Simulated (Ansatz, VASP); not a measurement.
Two plane-wave programs on Al

The input INCAR:

```
  ALGO = Fast
  EDIFF = 1E-6
  ENCUT = 520
  GGA = PE
  ISIF = 2
  ISMEAR = 0
  LASPH = True
  LCHARG = True
  LELF = True
  LREAL = False
  LVHAR = True
  LWAVE = False
  NBANDS = 18
  NELM = 100
  PREC = Accurate
  SIGMA = 0.15
```

File KPOINTS:

```
k-points
0
Gamma
  19 19 4
```

File POSCAR:

```
Al
1.0
    2.0239800000     -2.0239800000      0.0000000000
    2.0239800000      0.0000000000     -2.0239800000
   10.6939962114     10.6939962114     10.6939962114
Al
6
Direct
    0.6666666667      0.6666666667      0.0630751175
    0.0000000000      0.0000000000      0.6939524684
    0.3333333333      0.3333333333      0.1892505877
    0.6666666667      0.6666666667      0.4416015281
    0.0000000000      0.0000000000      0.3154260579
    0.3333333333      0.3333333333      0.5677769982
```

Input for Ansatz:

```yaml
crystal:
  lattice:
    - [2.02398, -2.02398, 0.0]
    - [2.02398, 0.0, -2.02398]
    - [10.6939962114, 10.6939962114, 10.6939962114]
  atoms:
    - { symbol: Al, position: [0.6666666667, 0.6666666667, 0.0630751175] }
    - { symbol: Al, position: [0.0, 0.0, 0.6939524684] }
    - { symbol: Al, position: [0.3333333333, 0.3333333333, 0.1892505877] }
    - { symbol: Al, position: [0.6666666667, 0.6666666667, 0.4416015281] }
    - { symbol: Al, position: [0.0, 0.0, 0.3154260579] }
    - { symbol: Al, position: [0.3333333333, 0.3333333333, 0.5677769982] }
basis:
  ecutwfc: 420
kpoints:
  mp_grid: { grid: [19, 19, 4] }
hamiltonian:
  xc: pbe
scf:
  occupations: { method: gaussian, width: 0.15 }
output:
  forces: true
  stress: true
  eigenvalues: true
```

Alike in both runs: task single point; functional PBE; k mesh 19 × 19 × 4; occupations gaussian, width 0.15 eV; no spin polarisation.

```csv
,VASP,Ansatz
version,VASP 6.6.1,Ansatz 0.2.0
potentials or method,"VASP PAW PBE potentials, release 64 (Al), cutoff 520 eV","scalar-relativistic, plane waves, PAW"
valence electrons in the cell,18,18
```

|  | VASP | Ansatz | Ansatz less VASP |
| --- | --- | --- | --- |
| gap on the k mesh at the Fermi level (eV) | none | none | - |
| rms of the force components (eV/Å) | 0.022 | 0.022 | 0.0000 |

Atom by atom the forces differ by 0.000 eV/Å (rms over components). A gap of «none» marks a metal or a gap that the smearing closes. The functional is the same, so the differences come from potentials, cutoffs and numerics.
